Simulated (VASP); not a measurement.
# V3TeO6 (R3) in VASP: further runs, part 2 of 2

VASP 6.6.1. The steps go on from the part before.

### 3 Single point, r2SCAN

The input, POSCAR:

```
V3TeO6
1.0
    5.2877877000      0.0000000000      0.0000000000
   -2.6438938500      4.5793608100      0.0000000000
   -2.6438938500      1.5264539400      4.7510292800
Te V O
1 3 6
Direct
    0.1480000000      0.8520000000      0.4440000000
    0.6480000000      0.3520000000      0.9440000000
    0.3520000000      0.6480000000      0.0560000000
    0.8520000000      0.1480000000      0.5560000000
    0.4440000000      0.2500000000      0.2500000000
    0.7500000000      0.9440000000      0.2500000000
    0.0560000000      0.5560000000      0.2500000000
    0.5560000000      0.7500000000      0.7500000000
    0.2500000000      0.0560000000      0.7500000000
    0.9440000000      0.4440000000      0.7500000000
```

The input, INCAR.step1:

```
SYSTEM = V3TeO6
PREC = Accurate ; ENCUT = 520
ISMEAR = -1 ; SIGMA = 0.1
LREAL = .FALSE. ; LASPH = .TRUE.
NELM = 100 ; NBANDS = 52
GGA = PE ; ALGO = Normal
EDIFF = 1E-4 ; LWAVE = .TRUE.
LCHARG = .FALSE.
```

The input, INCAR.step2:

```
SYSTEM = V3TeO6
PREC = Accurate ; ENCUT = 520
EDIFF = 1E-6 ; ISMEAR = -1
SIGMA = 0.1 ; LREAL = .FALSE.
LASPH = .TRUE. ; NELM = 100
ALGO = Normal ; ISIF = 2
LWAVE = .FALSE. ; LCHARG = .TRUE.
METAGGA = R2SCAN ; LMIXTAU = .TRUE.
LELF = .TRUE. ; LVHAR = .TRUE.
NBANDS = 52 ; ISTART = 1
```

The input, KPOINTS:

```
regular mesh
0
G
  4 4 4
  0 0 0
```

Potentials or basis: VASP PAW PBE potentials, release 64 (Te, V_sv, O).

Command:

```
cat potpaw_PBE.64/Te/POTCAR potpaw_PBE.64/V_sv/POTCAR potpaw_PBE.64/O/POTCAR > POTCAR
cp INCAR.step1 INCAR
mpirun -np 1 vasp_std > vasp.out
cp INCAR.step2 INCAR
mpirun -np 1 vasp_std > vasp.out
```

OUTCAR:

```text
SYSTEM = V3TeO6
   PREC = Accurate
   ENCUT = 520
   EDIFF = 1E-6
   ISMEAR = -1
   LREAL = .FALSE.
   LASPH = .TRUE.
   NELM = 100
   ISIF = 2
   METAGGA = R2SCAN
   ISTART = 1

 ion  position               nearest neighbor table
   1  0.148  0.852  0.444-   6 2.06   5 2.06   7 2.06   8 2.18  10 2.18   9 2.18   3 2.91   4 3.10
                             4 3.10   4 3.10
   2  0.648  0.352  0.944-  10 2.06   8 2.06   9 2.06   5 2.18   6 2.18   7 2.18   4 2.91
   3  0.352  0.648  0.056-   7 2.06   5 2.06   6 2.06   8 2.18   9 2.18  10 2.18   1 2.91
   4  0.852  0.148  0.556-   9 2.06   8 2.06  10 2.06   5 2.18   7 2.18   6 2.18   2 2.91   1 3.10
                             1 3.10   1 3.10
   5  0.444  0.250  0.250-   1 2.06   3 2.06   4 2.18   2 2.18
   6  0.750  0.944  0.250-   1 2.06   3 2.06   2 2.18   4 2.18
   7  0.056  0.556  0.250-   3 2.06   1 2.06   4 2.18   2 2.18
   8  0.556  0.750  0.750-   4 2.06   2 2.06   1 2.18   3 2.18
   9  0.250  0.056  0.750-   4 2.06   2 2.06   3 2.18   1 2.18
  10  0.944  0.444  0.750-   2 2.06   4 2.06   1 2.18   3 2.18

  LATTYP: Found a trigonal (rhomboedric) cell.
 ALAT       =     5.6473462419
 COS(alpha) =     0.5616413777

[... 196 lines left out ...]
      4     -32.3249      2.00000
      5     -32.2758      2.00000
      6     -32.2757      2.00000
[... 759 lines left out ...]
     51      10.5036      0.00000
     52      10.9042      0.00000

------------------------ aborting loop because EDIFF is reached ----------------------------------------

  FORCE on cell =-STRESS in cart. coord.  units (eV):
  Direction    XX          YY          ZZ          XY          YZ          ZX
  --------------------------------------------------------------------------------------
  -------------------------------------------------------------------------------------
  Total       -7.2822009     -7.2822083     -4.9593547     -0.0000115     -0.0000004     -0.0000000
  in kB     -101.4160421   -101.4161454    -69.0667742     -0.0001597     -0.0000049     -0.0000000
  external PRESSURE =     -90.6329873 kB  Pullay stress =       0.0000000 kB

 VOLUME and BASIS-vectors are now :
 -----------------------------------------------------------------------------
  energy-cutoff  :      520.00
  volume of cell :      115.04
      direct lattice vectors                 reciprocal lattice vectors
     5.287787700  0.000000000  0.000000000     0.189115006  0.109185544  0.070160228
    -2.643893850  4.579360810  0.000000000     0.000000000  0.218371087 -0.070160251
    -2.643893850  1.526453940  4.751029280     0.000000000  0.000000000  0.210480707

 POSITION                                       TOTAL-FORCE (eV/Angst)
 -----------------------------------------------------------------------------------
     -2.64389      4.57936      2.10946        -0.000000     -0.000000     -0.195484
      0.00000      3.05291      4.48497         0.000000      0.000000      1.160421
     -0.00000      3.05291      0.26606        -0.000000     -0.000000     -0.733023
      2.64389      1.52645      2.64157        -0.000000     -0.000000     -0.767439
      1.02583      1.52645      1.18776         0.765579      1.214062     -0.354875
      0.80903      4.70453      1.18776        -1.434197      0.055981     -0.354875
     -1.83486      2.92774      1.18776         0.668618     -1.270042     -0.354875
     -1.02583      4.57936      3.56327         0.729216      0.392066      0.533383
     -0.80903      1.40128      3.56327        -0.704147      0.435487      0.533383
      1.83486      3.17808      3.56327        -0.025069     -0.827553      0.533383
 -----------------------------------------------------------------------------------
    total drift:                               -0.000001      0.000021     -0.003762

  FREE ENERGIE OF THE ION-ELECTRON SYSTEM (eV)
  ---------------------------------------------------
  free  energy   TOTEN  =      -119.6910332031 eV

  energy  without entropy=     -119.2702875892  energy(sigma->0) =     -119.48066040
```

OUTCAR.step1:

```text
SYSTEM = V3TeO6
   PREC = Accurate
   ENCUT = 520
   ISMEAR = -1
   LREAL = .FALSE.
   LASPH = .TRUE.
[... 1011 lines left out ...]
     -1.02583      4.57936      3.56327         0.871386      0.365773      0.620524
     -0.80903      1.40128      3.56327        -0.752461      0.571756      0.620524
      1.83486      3.17808      3.56327        -0.118925     -0.937529      0.620524
 -----------------------------------------------------------------------------------
    total drift:                               -0.000005      0.000007      0.003393

  FREE ENERGIE OF THE ION-ELECTRON SYSTEM (eV)
  ---------------------------------------------------
  free  energy   TOTEN  =       -74.5692522274 eV

  energy  without entropy=      -74.1440382384  energy(sigma->0) =      -74.35664523
```

OSZICAR.step1:

```text
N       E                     dE             d eps       ncg     rms          rms(c)
DAV:   1     0.106370850551E+04    0.10637E+04   -0.45407E+04  1512   0.163E+03
DAV:   2     0.202513855083E+02   -0.10435E+04   -0.99093E+03  1524   0.500E+02
[... 14 lines left out ...]
DAV:  17    -0.745730811484E+02   -0.20069E-03   -0.46296E-03  1664   0.370E-01    0.150E+00
DAV:  18    -0.745739445015E+02   -0.86335E-03   -0.33800E-02  2024   0.801E-01    0.138E+00
DAV:  19    -0.745813290316E+02   -0.73845E-02   -0.39072E-03  1832   0.356E-01    0.208E+00
DAV:  20    -0.745716828547E+02    0.96462E-02   -0.66183E-03  1880   0.420E-01    0.993E-01
DAV:  21    -0.745692284717E+02    0.24544E-02   -0.34954E-03  1808   0.289E-01    0.242E-01
DAV:  22    -0.745692522274E+02   -0.23756E-04   -0.11484E-04  1036   0.664E-02
   1 F= -.74569252E+02 E0= -.74356645E+02  d E =-.425214E+00
```

It took 11 min on 1 thread of AMD EPYC 9R14 (Zen 4), shared host; peak memory 0.28 GiB.

Results:

| Property | Result |
| --- | --- |
| Free energy | -119.6910 eV |
| Pressure | -9.1 GPa |
| Largest force | 1.479 eV/Å |

Forces on the atoms (eV/Å):
```
Te   0.000  0.000 -0.195
V    0.000  0.000  1.160
V    0.000  0.000 -0.733
V    0.000  0.000 -0.767
O    0.766  1.214 -0.355
O   -1.434  0.056 -0.355
O    0.669 -1.270 -0.355
O    0.729  0.392  0.533
O   -0.704  0.435  0.533
O   -0.025 -0.828  0.533
```

Levels at points of the mesh, in eV from the Fermi level:
```
           k point  band 38  band 39  band 40  band 41  band 42  band 43
(0.00, 0.00, 0.00)    -0.60    -0.30    -0.30     0.03     0.03     0.29
(0.50, 0.00, 0.00)    -0.72    -0.62    -0.21     0.08     0.14     0.29
(0.50, 0.50, 0.00)    -0.45    -0.38    -0.19    -0.04     0.15     0.26
(0.00, 0.00, 0.50)    -0.14    -0.14     0.05     0.05     0.12     0.24
```

Caveat: the k points lie up to 0.36 Å⁻¹ apart; the PAW data sets were made with another functional, which shifts forces and pressure a little; spin-orbit coupling is left out, which moves the levels of the heavy elements; an odd number of electrons without spin polarisation forces a metal; a magnetic or distorted state may lie lower; the run has no spin polarisation, though such a crystal can be magnetic; semilocal functionals often make such compounds metallic where correlation or magnetic order opens a gap, which also shifts bond lengths.

### 4 Single point, r2SCAN

POSCAR is that of step 3.

The input, INCAR.step1:

```
SYSTEM = V3TeO6
PREC = Accurate
ENCUT = 520
ISMEAR = -5
SIGMA = 0.1
LREAL = .FALSE.
LASPH = .TRUE.
NELM = 100
NBANDS = 52
GGA = PE
ALGO = Normal
EDIFF = 1E-4
LWAVE = .TRUE.
LCHARG = .FALSE.
```

The input, INCAR.step2:

```
SYSTEM = V3TeO6
PREC = Accurate
ENCUT = 520
EDIFF = 1E-6
ISMEAR = -5
SIGMA = 0.1
LREAL = .FALSE.
LASPH = .TRUE.
NELM = 100
ALGO = Normal
ISIF = 2
LWAVE = .FALSE.
LCHARG = .TRUE.
METAGGA = R2SCAN
LMIXTAU = .TRUE.
LELF = .TRUE.
LVHAR = .TRUE.
NBANDS = 52
ISTART = 1
```

KPOINTS is that of step 3.

Potentials or basis: VASP PAW PBE potentials, release 64 (Te, V_sv, O).

Command:

```
cat potpaw_PBE.64/Te/POTCAR potpaw_PBE.64/V_sv/POTCAR potpaw_PBE.64/O/POTCAR > POTCAR
cp INCAR.step1 INCAR
mpirun -np 1 vasp_std > vasp.out
cp INCAR.step2 INCAR
mpirun -np 1 vasp_std > vasp.out
```

OUTCAR:

```text
SYSTEM = V3TeO6
   PREC = Accurate
   ENCUT = 520
   EDIFF = 1E-6
   ISMEAR = -5
   LREAL = .FALSE.
   LASPH = .TRUE.
   NELM = 100
   ISIF = 2
   METAGGA = R2SCAN
   ISTART = 1

 ion  position               nearest neighbor table
   1  0.148  0.852  0.444-   6 2.06   5 2.06   7 2.06   8 2.18  10 2.18   9 2.18   3 2.91   4 3.10
                             4 3.10   4 3.10
   2  0.648  0.352  0.944-  10 2.06   8 2.06   9 2.06   5 2.18   6 2.18   7 2.18   4 2.91
   3  0.352  0.648  0.056-   7 2.06   5 2.06   6 2.06   8 2.18   9 2.18  10 2.18   1 2.91
   4  0.852  0.148  0.556-   9 2.06   8 2.06  10 2.06   5 2.18   7 2.18   6 2.18   2 2.91   1 3.10
                             1 3.10   1 3.10
   5  0.444  0.250  0.250-   1 2.06   3 2.06   4 2.18   2 2.18
   6  0.750  0.944  0.250-   1 2.06   3 2.06   2 2.18   4 2.18
   7  0.056  0.556  0.250-   3 2.06   1 2.06   4 2.18   2 2.18
   8  0.556  0.750  0.750-   4 2.06   2 2.06   1 2.18   3 2.18
   9  0.250  0.056  0.750-   4 2.06   2 2.06   3 2.18   1 2.18
  10  0.944  0.444  0.750-   2 2.06   4 2.06   1 2.18   3 2.18

  LATTYP: Found a trigonal (rhomboedric) cell.
 ALAT       =     5.6473462419
 COS(alpha) =     0.5616413777

  Lattice vectors:

 A1 = (   0.0000000000,  -3.0529068700,   4.7510292800)
 A2 = (   2.6438938500,   1.5264539400,   4.7510292800)
 A3 = (  -2.6438938500,   1.5264539400,   4.7510292800)

Analysis of symmetry for initial positions (statically):
=====================================================================
 Subroutine PRICEL returns:
 Original cell was already a primitive cell.

 Routine SETGRP: Setting up the symmetry group for a
 trigonal (rhombohedral) supercell.

 Subroutine GETGRP returns: Found  3 space group operations
 (whereof  3 operations were pure point group operations)
 out of a pool of 12 trial point group operations.

The static configuration has the point symmetry C_3 .

Analysis of symmetry for dynamics (positions and initial velocities):
[... 146 lines left out ...]
   IVDW    =     0    specifies the selected vdW correction
   LEPSILON=     F    determine dielectric tensor
   LRPA    =     F    only Hartree local field effects (RPA)
 non-spin polarized calculation
 Fermi weights with tetrahedron method with Bloechl corrections
  energy-cutoff  :      520.00
  volume of cell :      115.04
 maximum number of plane-waves:      3131
   NGX = 19   NGY = 19   NGZ = 21

 number of electron      80.9999992 magnetization

 Free energy of the ion-electron system (eV)
  ---------------------------------------------------
  ext. energy  EPLUGINS =         0.00000000
  ---------------------------------------------------
  free energy    TOTEN  =      -119.47743137 eV

  energy without entropy =     -119.47743137  energy(sigma->0) =     -119.47743137

 E-fermi :   8.4200     XC(G=0): -12.0827

 val. band max:        8.4393356561   @ k =   0.0000   0.0000   0.5000
 cond. band min:       8.4024000237   @ k =   0.0000   0.0000   0.2500
 fundamental gap:     -0.0369356324
 Fermi energy:         8.4199550334

 k-point     1 :       0.0000    0.0000    0.0000
  band No.  band energies     occupation
      1     -59.5163      2.00000
      2     -59.4999      2.00000
      3     -59.4802      2.00000
      4     -32.3582      2.00000
      5     -32.2822      2.00000
      6     -32.2821      2.00000
[... 759 lines left out ...]
     51      10.4900      0.00000
     52      10.8909      0.00000

------------------------ aborting loop because EDIFF is reached ----------------------------------------

  FORCE on cell =-STRESS in cart. coord.  units (eV):
  Direction    XX          YY          ZZ          XY          YZ          ZX
  --------------------------------------------------------------------------------------
  -------------------------------------------------------------------------------------
  Total       -7.7920264     -7.7920344     -4.9949810     -0.0000082     -0.0000004     -0.0000000
  in kB     -108.5161607   -108.5162712    -69.5629256     -0.0001135     -0.0000049     -0.0000000
  external PRESSURE =     -95.5317858 kB  Pullay stress =       0.0000000 kB

 VOLUME and BASIS-vectors are now :
 -----------------------------------------------------------------------------
  energy-cutoff  :      520.00
  volume of cell :      115.04
      direct lattice vectors                 reciprocal lattice vectors
     5.287787700  0.000000000  0.000000000     0.189115006  0.109185544  0.070160228
    -2.643893850  4.579360810  0.000000000     0.000000000  0.218371087 -0.070160251
    -2.643893850  1.526453940  4.751029280     0.000000000  0.000000000  0.210480707

 POSITION                                       TOTAL-FORCE (eV/Angst)
 -----------------------------------------------------------------------------------
     -2.64389      4.57936      2.10946         0.000000     -0.000000     -0.211594
      0.00000      3.05291      4.48497         0.000000      0.000000      1.186975
     -0.00000      3.05291      0.26606         0.000000     -0.000000     -0.777305
      2.64389      1.52645      2.64157        -0.000000     -0.000000     -0.730074
      1.02583      1.52645      1.18776         0.735336      1.174748     -0.315690
      0.80903      4.70453      1.18776        -1.385029      0.049446     -0.315690
     -1.83486      2.92774      1.18776         0.649693     -1.224194     -0.315690
     -1.02583      4.57936      3.56327         0.746378      0.488088      0.493023
     -0.80903      1.40128      3.56327        -0.795885      0.402338      0.493023
      1.83486      3.17808      3.56327         0.049508     -0.890426      0.493023
 -----------------------------------------------------------------------------------
    total drift:                               -0.000000      0.000021     -0.003987

  FREE ENERGIE OF THE ION-ELECTRON SYSTEM (eV)
  ---------------------------------------------------
  free  energy   TOTEN  =      -119.4774313685 eV

  energy  without entropy=     -119.4774313685  energy(sigma->0) =     -119.47743137
```

OUTCAR.step1:

```text
SYSTEM = V3TeO6
   PREC = Accurate
   ENCUT = 520
   ISMEAR = -5
   LREAL = .FALSE.
   LASPH = .TRUE.
[... 1014 lines left out ...]
     -1.02583      4.57936      3.56327         0.893042      0.460852      0.581485
     -0.80903      1.40128      3.56327        -0.845630      0.542972      0.581485
      1.83486      3.17808      3.56327        -0.047412     -1.003823      0.581485
 -----------------------------------------------------------------------------------
    total drift:                               -0.000004      0.000017     -0.000966

  FREE ENERGIE OF THE ION-ELECTRON SYSTEM (eV)
  ---------------------------------------------------
  free  energy   TOTEN  =       -74.3550227874 eV

  energy  without entropy=      -74.3550227874  energy(sigma->0) =      -74.35502279
```

OSZICAR.step1:

```text
N       E                     dE             d eps       ncg     rms          rms(c)
DAV:   1     0.106378992805E+04    0.10638E+04   -0.45407E+04  1512   0.163E+03
DAV:   2     0.204113217202E+02   -0.10434E+04   -0.99005E+03  1524   0.500E+02
DAV:   3    -0.880105842419E+02   -0.10842E+03   -0.10486E+03  1736   0.160E+02
DAV:   4    -0.916572532090E+02   -0.36467E+01   -0.34018E+01  1816   0.266E+01
[... 15 lines left out ...]
DAV:  20    -0.743608715112E+02    0.78555E-02   -0.29474E-03  1760   0.342E-01    0.153E+00
DAV:  21    -0.743559927076E+02    0.48788E-02   -0.46858E-03  1924   0.329E-01    0.723E-01
DAV:  22    -0.743552859150E+02    0.70679E-03   -0.48466E-04  1384   0.117E-01    0.420E-01
DAV:  23    -0.743550210947E+02    0.26482E-03   -0.97750E-04  1416   0.160E-01    0.711E-02
DAV:  24    -0.743550227874E+02   -0.16927E-05   -0.60195E-05   808   0.640E-02
   1 F= -.74355023E+02 E0= -.74355023E+02  d E =0.000000E+00
```

It took 7.9 min on 1 thread of AMD EPYC 9R14 (Zen 4), shared host; peak memory 0.28 GiB.

Results:

```yaml
Free_energy: -119.4774 eV
Pressure: -9.6 GPa
Largest_force: 1.421 eV/Å
```

Forces on the atoms (eV/Å):
```
Te   0.000  0.000 -0.212
V    0.000  0.000  1.187
V    0.000  0.000 -0.777
V    0.000  0.000 -0.730
O    0.735  1.175 -0.316
O   -1.385  0.049 -0.316
O    0.650 -1.224 -0.316
O    0.746  0.488  0.493
O   -0.796  0.402  0.493
O    0.050 -0.890  0.493
```

Levels at points of the mesh, in eV from the Fermi level:
| k point | band 38 | band 39 | band 40 | band 41 | band 42 | band 43 | band 44 | band 45 |
| --- | --- | --- | --- | --- | --- | --- | --- | --- |
| (0.00, 0.00, 0.00) | -0.62 | -0.33 | -0.33 | 0.00 | 0.00 | 0.27 | 0.30 | 0.30 |
| (0.50, 0.00, 0.00) | -0.75 | -0.65 | -0.24 | 0.05 | 0.11 | 0.27 | 0.46 | 0.59 |
| (0.50, 0.50, 0.00) | -0.48 | -0.40 | -0.22 | -0.08 | 0.12 | 0.22 | 0.36 | 0.43 |
| (0.00, 0.00, 0.50) | -0.16 | -0.16 | 0.02 | 0.02 | 0.10 | 0.21 | 0.21 | 0.28 |

Caveat: the k points lie up to 0.36 Å⁻¹ apart; the PAW data sets were made with another functional, which shifts forces and pressure a little; spin-orbit coupling is left out, which moves the levels of the heavy elements; an odd number of electrons without spin polarisation forces a metal; a magnetic or distorted state may lie lower; the run has no spin polarisation, though such a crystal can be magnetic; semilocal functionals often make such compounds metallic where correlation or magnetic order opens a gap, which also shifts bond lengths; tetrahedron occupations give inexact forces and stress in metals.
